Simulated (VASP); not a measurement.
# BiO3 (P4_132) in VASP: a series of runs

BiO3 is run at these levels: PBE; tasks: relaxation of cell and atoms.

Everything below comes from runs of VASP 6.6.1. Logs are shortened: lines on timing, memory, paths and dates and some standing lists are left out, and cuts for length are marked.

### Step 1. The cell of the first run

The structure is cubic, space group P4_132 (No. 213). The conventional cell has a = 7.064 Å, b = 7.064 Å, c = 7.064 Å, α = 90.00°, β = 90.00°, γ = 90.00°. Within 2.9 Å of Bi (site symmetry 32) lie 6 O at 2.19 Å. Within 2.9 Å of O (site symmetry 2) lie 2 Bi at 2.19 Å and 2 O at 2.77 Å.

The cell was built from a structure type or drawn by symmetry, and may not be a known phase.

### Step 2. Relaxation of cell and atoms, PBE

Contents of INCAR:

```
ALGO = Normal
EDIFF = 1E-6
EDIFFG = -0.04
ENCUT = 600
GGA = PE
IBRION = 2
ISIF = 3
ISMEAR = 0
LASPH = True
LCHARG = False
LREAL = Auto
LWAVE = False
NELM = 60
NSW = 90
PREC = Accurate
SIGMA = 0.1
```

Contents of KPOINTS:

```
k-points
0
Gamma
  4 4 4
```

Contents of POSCAR:

```
BiO3
1.0
    7.0644459900      0.0000000000      0.0000000000
    0.0000000000      7.0644459900      0.0000000000
    0.0000000000      0.0000000000      7.0644459900
Bi O
4 12
Direct
    0.8750000000      0.1250000000      0.6250000000
    0.3750000000      0.3750000000      0.3750000000
    0.1250000000      0.6250000000      0.8750000000
    0.6250000000      0.8750000000      0.1250000000
    0.6250000000      0.2850328100      0.5350328100
    0.1250000000      0.2149671900      0.4649671900
    0.0350328100      0.8750000000      0.7149671900
    0.9649671900      0.3750000000      0.7850328100
    0.7850328100      0.9649671900      0.3750000000
    0.7149671900      0.0350328100      0.8750000000
    0.2149671900      0.4649671900      0.1250000000
    0.2850328100      0.5350328100      0.6250000000
    0.4649671900      0.1250000000      0.2149671900
    0.5350328100      0.6250000000      0.2850328100
    0.8750000000      0.7149671900      0.0350328100
    0.3750000000      0.7850328100      0.9649671900
```

Potentials or basis: VASP PAW PBE potentials, release 64 (Bi_d, O).

Launch:

```bash
cat potpaw_PBE.64/Bi_d/POTCAR potpaw_PBE.64/O/POTCAR > POTCAR
mpirun -np 1 vasp_std > vasp.out
```

OUTCAR:

```text
EDIFF = 1E-6
   EDIFFG = -0.04
   ENCUT = 600
   GGA = PE
   IBRION = 2
   ISIF = 3
   ISMEAR = 0
   LASPH = True
   LREAL = Auto
   NELM = 60
   NSW = 90
   PREC = Accurate

 ion  position               nearest neighbor table
   1  0.875  0.125  0.625-   5 2.19   6 2.19   7 2.19   8 2.19   9 2.19  10 2.19
   2  0.375  0.375  0.375-   5 2.19   6 2.19  11 2.19  12 2.19  13 2.19  14 2.19
   3  0.125  0.625  0.875-   7 2.19   8 2.19  11 2.19  12 2.19  15 2.19  16 2.19
   4  0.625  0.875  0.125-   9 2.19  10 2.19  13 2.19  14 2.19  15 2.19  16 2.19
   5  0.625  0.285  0.535-   1 2.19   2 2.19
   6  0.125  0.215  0.465-   1 2.19   2 2.19
   7  0.035  0.875  0.715-   1 2.19   3 2.19
   8  0.965  0.375  0.785-   1 2.19   3 2.19
   9  0.785  0.965  0.375-   1 2.19   4 2.19
  10  0.715  0.035  0.875-   1 2.19   4 2.19
  11  0.215  0.465  0.125-   2 2.19   3 2.19
  12  0.285  0.535  0.625-   2 2.19   3 2.19
  13  0.465  0.125  0.215-   2 2.19   4 2.19
  14  0.535  0.625  0.285-   2 2.19   4 2.19
  15  0.875  0.715  0.035-   3 2.19   4 2.19
  16  0.375  0.785  0.965-   3 2.19   4 2.19

  LATTYP: Found a simple cubic cell.
 ALAT       =     7.0644459900

  Lattice vectors:

 A1 = (   7.0644459900,   0.0000000000,   0.0000000000)
 A2 = (   0.0000000000,   7.0644459900,   0.0000000000)
 A3 = (   0.0000000000,   0.0000000000,   7.0644459900)

Analysis of symmetry for initial positions (statically):
=====================================================================
 Subroutine PRICEL returns:
 Original cell was already a primitive cell.

 Routine SETGRP: Setting up the symmetry group for a
 simple cubic supercell.

 Subroutine GETGRP returns: Found 24 space group operations
 (whereof  3 operations were pure point group operations)
 out of a pool of 48 trial point group operations.

The static configuration has the point symmetry C_3 .
 The point group associated with its full space group is O   .

Analysis of symmetry for dynamics (positions and initial velocities):
=====================================================================
 Subroutine PRICEL returns:
 Original cell was already a primitive cell.

 Routine SETGRP: Setting up the symmetry group for a
 simple cubic supercell.

 Subroutine GETGRP returns: Found 24 space group operations
 (whereof  3 operations were pure point group operations)
 out of a pool of 48 trial point group operations.

The dynamic configuration has the point symmetry C_3 .
 The point group associated with its full space group is O   .

 Subroutine INISYM returns: Found 24 space group operations
[... 156 lines left out ...]
  ---------------------------------------------------
  free energy    TOTEN  =       -75.05666152 eV

  energy without entropy =      -74.82291262  energy(sigma->0) =      -74.93978707

------------------------ aborting loop because EDIFF is reached ----------------------------------------

  FORCE on cell =-STRESS in cart. coord.  units (eV):
  Direction    XX          YY          ZZ          XY          YZ          ZX
  --------------------------------------------------------------------------------------
  -------------------------------------------------------------------------------------
  Total      -12.1577428    -12.1577428    -12.1577428      0.0000000     -0.0000000      0.0000000
  in kB      -55.2496087    -55.2496087    -55.2496087      0.0000000     -0.0000000      0.0000000
  external PRESSURE =     -55.2496087 kB  Pullay stress =       0.0000000 kB
[... 337 lines left out ...]
--------------------------------------- Ionic step        8  -------------------------------------------

 number of electron     131.9999918 magnetization

 E-fermi :  -0.1473     XC(G=0):  -8.2492

 val. band max:       -0.1603042818   @ k =   0.2500   0.0000   0.0000
 cond. band min:      -0.1058812754   @ k =   0.5000   0.5000   0.2500
 fundamental gap:      0.0544230065
 Fermi energy:        -0.1472872604

 k-point     1 :       0.0000    0.0000    0.0000
  band No.  band energies     occupation
      1     -22.1590      2.00000
      2     -22.1590      2.00000
      3     -22.1590      2.00000
      4     -21.9753      2.00000
      5     -21.9753      2.00000
      6     -21.9522      2.00000
[... 799 lines left out ...]
     77       7.4233      0.00000
     78       7.4233      0.00000
 [bands above 78 left out]

------------------------ aborting loop because EDIFF is reached ----------------------------------------

  FORCE on cell =-STRESS in cart. coord.  units (eV):
  Direction    XX          YY          ZZ          XY          YZ          ZX
  --------------------------------------------------------------------------------------
  -------------------------------------------------------------------------------------
  Total       -6.9760010     -6.9760010     -6.9760010      0.0000000     -0.0000000      0.0000000
  in kB      -35.6738367    -35.6738367    -35.6738367      0.0000000     -0.0000000      0.0000000
  external PRESSURE =     -35.6738367 kB  Pullay stress =       0.0000000 kB
[... 37 lines left out ...]
--------------------------------------- Ionic step        9  -------------------------------------------

 number of electron     132.0000012 magnetization

 Free energy of the ion-electron system (eV)
  ---------------------------------------------------
  ext. energy  EPLUGINS =         0.00000000
  ---------------------------------------------------
  free energy    TOTEN  =       -76.64712512 eV

  energy without entropy =      -76.49224798  energy(sigma->0) =      -76.56968655

 E-fermi :   0.1432     XC(G=0):  -8.4147

 val. band max:        0.1270761878   @ k =   0.2500   0.0000   0.0000
 cond. band min:       0.1869976109   @ k =   0.5000   0.5000   0.2500
 fundamental gap:      0.0599214231
 Fermi energy:         0.1432118929

 k-point     1 :       0.0000    0.0000    0.0000
  band No.  band energies     occupation
      1     -21.9272      2.00000
      2     -21.9272      2.00000
      3     -21.9272      2.00000
      4     -21.7077      2.00000
      5     -21.7077      2.00000
      6     -21.6756      2.00000
[... 799 lines left out ...]
     77       8.1827      0.00000
     78       8.1827      0.00000
 [bands above 78 left out]

------------------------ aborting loop because EDIFF is reached ----------------------------------------

  FORCE on cell =-STRESS in cart. coord.  units (eV):
  Direction    XX          YY          ZZ          XY          YZ          ZX
  --------------------------------------------------------------------------------------
  -------------------------------------------------------------------------------------
  Total       -0.2452850     -0.2452850     -0.2452850     -0.0000000      0.0000000      0.0000000
  in kB       -1.3084618     -1.3084618     -1.3084618     -0.0000000      0.0000000      0.0000000
  external PRESSURE =      -1.3084618 kB  Pullay stress =       0.0000000 kB
[... 31 lines left out ...]
  FREE ENERGIE OF THE ION-ELECTRON SYSTEM (eV)
  ---------------------------------------------------
  free  energy   TOTEN  =       -76.6471251170 eV

  energy  without entropy=      -76.4922479824  energy(sigma->0) =      -76.56968655

 reached required accuracy - stopping structural energy minimisation
```

CONTCAR:

```text
BiO3
   1.00000000000000
     6.6968954913499052    0.0000000000000000    0.0000000000000000
     0.0000000000000000    6.6968954913499052   -0.0000000000000000
     0.0000000000000000    0.0000000000000000    6.6968954913499052
  Bi              O
     4    12
Direct
     0.8750000000000000    0.1250000000000000    0.6250000000000000
     0.3750000000000000    0.3750000000000000    0.3750000000000000
     0.1250000000000000    0.6250000000000000    0.8750000000000000
     0.6250000000000000    0.8750000000000000    0.1250000000000000
     0.6250000000000000    0.3094671563311782    0.5594671563311784
     0.1250000000000000    0.1905328436688218    0.4405328436688218
[... 8 lines left out ...]
     0.8750000000000000    0.6905328436688216    0.0594671563311782
     0.3750000000000000    0.8094671563311784    0.9405328436688216

  0.00000000E+00  0.00000000E+00  0.00000000E+00
  0.00000000E+00  0.00000000E+00  0.00000000E+00
  0.00000000E+00  0.00000000E+00  0.00000000E+00
  0.00000000E+00  0.00000000E+00  0.00000000E+00
  0.00000000E+00  0.00000000E+00  0.00000000E+00
  0.00000000E+00  0.00000000E+00  0.00000000E+00
[... 8 lines left out ...]
  0.00000000E+00  0.00000000E+00  0.00000000E+00
  0.00000000E+00  0.00000000E+00  0.00000000E+00
```

Wall time 1.7 h (1 thread of Intel Xeon 8259CL, shared host); peak memory 0.59 GiB.

Results:

```
Free energy                           : -76.6471 eV
Relaxed volume                        : 18.77 Å³/atom
Relaxed cell                          : a = 6.697 Å, b = 6.697 Å, c = 6.697 Å, α = 90.00°, β = 90.00°, γ = 90.00°
Space group after relaxing (to 0.1 Å) : P4_132 (No. 213)
Energy gained by relaxing             : 99.4 meV/atom
Ionic steps                           : 9
Pressure after relaxing               : -0.1 GPa
Largest force after relaxing          : 0.023 eV/Å
Band gap on the k mesh                : zero (bands 66 and 67 overlap by 0.11 eV)
```

Forces on the atoms (eV/Å):
```
Bi   0.000  0.000  0.000
Bi   0.000  0.000  0.000
Bi   0.000  0.000  0.000
Bi   0.000  0.000  0.000
O    0.000  0.017  0.017
O    0.000 -0.017 -0.017
O    0.017  0.000 -0.017
O   -0.017  0.000  0.017
O    0.017 -0.017  0.000
O   -0.017  0.017  0.000
O   -0.017 -0.017  0.000
O    0.017  0.017  0.000
O   -0.017  0.000 -0.017
O    0.017  0.000  0.017
O    0.000 -0.017  0.017
O    0.000  0.017 -0.017
```

Step by step:
| step | energy change (eV) | largest force (eV/Å) | pressure (GPa) | volume (Å³) |
| --- | --- | --- | --- | --- |
| 1 | 0.0000 | 0.1688 | -5.52 | 352.56 |
| 2 | -0.6816 | 0.5806 | 0.76 | 315.19 |
| 3 | -0.6851 | 0.5601 | 0.26 | 317.36 |
| 4 | -0.8599 | 0.5268 | 0.44 | 314.09 |
| 5 | -1.2852 | 0.4146 | 0.93 | 304.44 |
| 6 | -1.4444 | 0.0618 | 3.33 | 285.73 |
| 7 | -1.5257 | 0.1676 | 2.18 | 293.22 |
| 8 | -1.4001 | 0.2022 | -3.57 | 313.30 |
| 9 | -1.5905 | 0.0235 | -0.13 | 300.35 |

Final structure:
```yaml
crystal:
  lattice:
    - [6.69690, 0.00000, 0.00000]
    - [0.00000, 6.69690, 0.00000]
    - [0.00000, 0.00000, 6.69690]
  atoms:
    - { symbol: Bi, position: [0.87500, 0.12500, 0.62500] }
    - { symbol: Bi, position: [0.37500, 0.37500, 0.37500] }
    - { symbol: Bi, position: [0.12500, 0.62500, 0.87500] }
    - { symbol: Bi, position: [0.62500, 0.87500, 0.12500] }
    - { symbol: O, position: [0.62500, 0.30947, 0.55947] }
    - { symbol: O, position: [0.12500, 0.19053, 0.44053] }
    - { symbol: O, position: [0.05947, 0.87500, 0.69053] }
    - { symbol: O, position: [0.94053, 0.37500, 0.80947] }
    - { symbol: O, position: [0.80947, 0.94053, 0.37500] }
    - { symbol: O, position: [0.69053, 0.05947, 0.87500] }
    - { symbol: O, position: [0.19053, 0.44053, 0.12500] }
    - { symbol: O, position: [0.30947, 0.55947, 0.62500] }
    - { symbol: O, position: [0.44053, 0.12500, 0.19053] }
    - { symbol: O, position: [0.55947, 0.62500, 0.30947] }
    - { symbol: O, position: [0.87500, 0.69053, 0.05947] }
    - { symbol: O, position: [0.37500, 0.80947, 0.94053] }
```

Levels at points of the mesh, in eV from the Fermi level:
```
           k point  band 62  band 63  band 64  band 65  band 66  band 67  band 68  band 69  band 70  band 71
(0.00, 0.00, 0.00)    -0.25    -0.25    -0.23    -0.23    -0.16    -0.11    -0.11    -0.11     2.93     2.93
(0.50, 0.00, 0.00)    -0.35    -0.06    -0.06    -0.05    -0.05     0.07     0.07     1.09     1.09     3.46
(0.50, 0.50, 0.00)    -0.32    -0.20    -0.20    -0.03    -0.03     0.12     0.12     1.77     1.77     2.48
(0.50, 0.50, 0.50)    -0.20    -0.20    -0.20    -0.14    -0.14    -0.14    -0.14     2.20     2.20     2.20
```

Caveat: spin-orbit coupling is left out, which moves the levels of the heavy elements.

### Step 3. Relaxation of cell and atoms, PBE

This run uses another cell than the first one, of 18.69 Å³/atom.

Contents of INCAR:

```
SYSTEM = BiO3
ALGO = Fast
EDIFF = 1E-6
EDIFFG = -0.01
ENCUT = 600
GGA = PE
IBRION = 2
ISIF = 3
ISMEAR = 0
LASPH = .True.
LCHARG = .False.
LREAL = Auto
LWAVE = .False.
NELM = 100
NSW = 100
PREC = Accurate
SIGMA = 0.1
```

Contents of KPOINTS:

```
k-points
0
Gamma
  6 6 6
  0 0 0
```

Contents of POSCAR:

```
BiO3
1.0
    6.6868717299      0.0000000000      0.0000000000
    0.0000000000      6.6868717299      0.0000000000
    0.0000000000      0.0000000000      6.6868717299
Bi O
4 12
Direct
    0.8750000000      0.1250000000      0.6250000000
    0.3750000000      0.3750000000      0.3750000000
    0.1250000000      0.6250000000      0.8750000000
    0.6250000000      0.8750000000      0.1250000000
    0.6250000000      0.3098860160      0.5598860160
    0.1250000000      0.1901139840      0.4401139840
    0.0598860160      0.8750000000      0.6901139840
    0.9401139840      0.3750000000      0.8098860160
    0.8098860160      0.9401139840      0.3750000000
    0.6901139840      0.0598860160      0.8750000000
    0.1901139840      0.4401139840      0.1250000000
    0.3098860160      0.5598860160      0.6250000000
    0.4401139840      0.1250000000      0.1901139840
    0.5598860160      0.6250000000      0.3098860160
    0.8750000000      0.6901139840      0.0598860160
    0.3750000000      0.8098860160      0.9401139840
```

Potentials or basis: VASP PAW PBE potentials, release 64 (Bi_d, O).

Launch:

```bash
cat potpaw_PBE.64/Bi_d/POTCAR potpaw_PBE.64/O/POTCAR > POTCAR
mpirun -np 1 vasp_std > vasp.out
```

It took 31 min on 1 thread of Oxide Virtual Turin-like, shared host; peak memory 0.57 GiB.

The run converged. Its results:

| Quantity | Value |
| --- | --- |
| Free energy | -76.5650 eV |
| Relaxed volume | 18.75 Å³/atom |
| Relaxed cell | a = 6.694 Å, b = 6.694 Å, c = 6.694 Å, α = 90.00°, β = 90.00°, γ = 90.00° |
| Space group after relaxing (to 0.1 Å) | P4_132 (No. 213) |
| Energy gained by relaxing | 0.0 meV/atom |
| Ionic steps | 2 |
| Pressure after relaxing | 0.0 GPa |
| Largest force after relaxing | 0.003 eV/Å |
| Band gap on the k mesh | zero (bands 66 and 67 overlap by 0.13 eV) |

Forces in eV/Å, atoms in the order of the input:
```
Bi   0.000  0.000  0.000
Bi   0.000  0.000  0.000
Bi   0.000  0.000  0.000
Bi   0.000  0.000  0.000
O    0.000  0.002  0.002
O    0.000 -0.002 -0.002
O    0.002  0.000 -0.002
O   -0.002  0.000  0.002
O    0.002 -0.002  0.000
O   -0.002  0.002  0.000
O   -0.002 -0.002  0.000
O    0.002  0.002  0.000
O   -0.002  0.000 -0.002
O    0.002  0.000  0.002
O    0.000 -0.002  0.002
O    0.000  0.002 -0.002
```

The path:
```tsv
step	energy change (eV)	largest force (eV/Å)	pressure (GPa)	volume (Å³)
1	0.0000	0.0161	0.20	299.00
2	-0.0007	0.0035	-0.03	300.00
```

Final structure:
```yaml
crystal:
  lattice:
    - [6.69431, 0.00000, 0.00000]
    - [0.00000, 6.69431, 0.00000]
    - [0.00000, 0.00000, 6.69431]
  atoms:
    - { symbol: Bi, position: [0.87500, 0.12500, 0.62500] }
    - { symbol: Bi, position: [0.37500, 0.37500, 0.37500] }
    - { symbol: Bi, position: [0.12500, 0.62500, 0.87500] }
    - { symbol: Bi, position: [0.62500, 0.87500, 0.12500] }
    - { symbol: O, position: [0.62500, 0.30997, 0.55997] }
    - { symbol: O, position: [0.12500, 0.19003, 0.44003] }
    - { symbol: O, position: [0.05997, 0.87500, 0.69003] }
    - { symbol: O, position: [0.94003, 0.37500, 0.80997] }
    - { symbol: O, position: [0.80997, 0.94003, 0.37500] }
    - { symbol: O, position: [0.69003, 0.05997, 0.87500] }
    - { symbol: O, position: [0.19003, 0.44003, 0.12500] }
    - { symbol: O, position: [0.30997, 0.55997, 0.62500] }
    - { symbol: O, position: [0.44003, 0.12500, 0.19003] }
    - { symbol: O, position: [0.55997, 0.62500, 0.30997] }
    - { symbol: O, position: [0.87500, 0.69003, 0.05997] }
    - { symbol: O, position: [0.37500, 0.80997, 0.94003] }
```

Levels at points of the mesh, in eV from the Fermi level:
```
           k point  band 62  band 63  band 64  band 65  band 66  band 67  band 68  band 69  band 70  band 71
(0.00, 0.00, 0.00)    -0.25    -0.25    -0.23    -0.23    -0.16    -0.11    -0.11    -0.11     2.93     2.93
(0.50, 0.00, 0.00)    -0.35    -0.05    -0.05    -0.05    -0.05     0.07     0.07     1.11     1.11     3.45
(0.50, 0.50, 0.00)    -0.31    -0.20    -0.20    -0.03    -0.03     0.12     0.12     1.79     1.79     2.48
(0.50, 0.50, 0.50)    -0.19    -0.19    -0.19    -0.14    -0.14    -0.14    -0.14     2.20     2.20     2.20
```

Caveat: spin-orbit coupling is left out, which moves the levels of the heavy elements.
